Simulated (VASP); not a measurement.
Runs of VASP 6.6.1 on ZnO2. The structure is that of space group Pa-3 (No. 205), or close to it. The cells are those of the table. 

| task | cell | k mesh | cutoff (eV) | smearing | gap on the mesh (eV) | pressure (GPa) | largest force (eV/Å) |
| --- | --- | --- | --- | --- | --- | --- | --- |
| single point | a = 4.957 Å, 12 atoms | 4 × 4 × 4 | 520 | gaussian 0.1 eV | (b) | -6.3 | - |
| relaxation of cell and atoms | relaxed from a = 4.957 Å, 12 atoms | 4 × 4 × 4 | 600 | gaussian 0.1 eV | (a) | 0.0 | 0.02 |
| single point | a = 4.873 Å, 12 atoms | 6 × 6 × 6 | 520 | gaussian 0.02 eV | 2.87 | 1.7 | 0.23 |
| single point | a = 4.869 Å, 12 atoms | 4 × 4 × 4 | 520 | gaussian 0.1 eV | 2.90 | 1.6 | 0.21 |

Alike in all rows: level r2SCAN; potentials or basis VASP PAW PBE potentials, release 64 (Zn, O); no spin polarisation.

Fill in the values left out.

(a) 2.84; (b) 2.76.

Caveats: the PAW data sets were made with another functional, which shifts forces and pressure a little; the cell stands under tension (at least some runs).

A k mesh can miss the band edges.
